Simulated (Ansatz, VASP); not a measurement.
## Two plane-wave programs on AlCu

Contents of INCAR:

```
SYSTEM = AlCu
PREC = Accurate
ENCUT = 520
EDIFF = 1E-6
ISMEAR = 0
SIGMA = 0.15
LREAL = .False.
LASPH = .True.
NELM = 100
ALGO = Fast
ISIF = 2
LWAVE = .False.
LCHARG = .True.
GGA = PS
LELF = .True.
LVHAR = .True.
NBANDS = 14
```

File KPOINTS:

```
Automatic mesh
0
Gamma
  16 16 16
  0 0 0
```

Contents of POSCAR:

```
AlCu
1.0
    2.9975090000      0.0000000000      0.0000000000
    0.0000000000      2.9975090000      0.0000000000
    0.0000000000      0.0000000000      2.9975090000
Al Cu
1 1
Direct
   -0.0208506463      0.0000000000      0.0000000000
    0.5000000000      0.5000000000      0.5000000000
```

Input for Ansatz:

```yaml
crystal:
  lattice:
    - [2.997509, 0.0, 0.0]
    - [0.0, 2.997509, 0.0]
    - [0.0, 0.0, 2.997509]
  atoms:
    - { symbol: Al, position: [-0.0208506463, 0.0, 0.0] }
    - { symbol: Cu, position: [0.5, 0.5, 0.5] }
basis:
  ecutwfc: 420
kpoints:
  mp_grid: { grid: [16, 16, 16] }
hamiltonian:
  xc: pbesol
scf:
  occupations: { method: gaussian, width: 0.15 }
output:
  forces: true
  stress: true
  eigenvalues: true
```

Change from the starting cell: all Al atoms moved +0.062 Å, as atom 1 towards its neighbour atom 1 (Al) at 2.998 Å.

Alike in both runs: task single point; functional PBEsol; k mesh 16 × 16 × 16; occupations gaussian, width 0.15 eV; no spin polarisation.

|  | VASP | Ansatz |
| --- | --- | --- |
| version | VASP 6.6.1 | Ansatz 0.2.0 |
| potentials or method | VASP PAW PBE potentials, release 64 (Al, Cu), cutoff 520 eV | scalar-relativistic, plane waves, PAW |
| valence electrons in the cell | 14 | 22 |

Ansatz gave:

```
gap on the k mesh at the Fermi level (eV)                     : none
pressure (GPa)                                                : -4.7
traceless stress, the component that is largest in VASP (GPa) : -0.08
rms of the force components (eV/Å)                            : 0.133
```

Problem. Estimate VASP's values.

Solution. gap on the k mesh at the Fermi level (eV): none; pressure (GPa): -4.7; traceless stress, the component that is largest in VASP (GPa): -0.09; rms of the force components (eV/Å): 0.134.

VASP's potentials were made for PBE, not for PBEsol. Atom by atom the forces differ by 0.001 eV/Å (rms over components). A gap of «none» marks a metal or a gap that the smearing closes. VASP's potentials hold 14 valence electrons a cell and Ansatz's 22, so a difference there can come from the potentials and not from the codes.
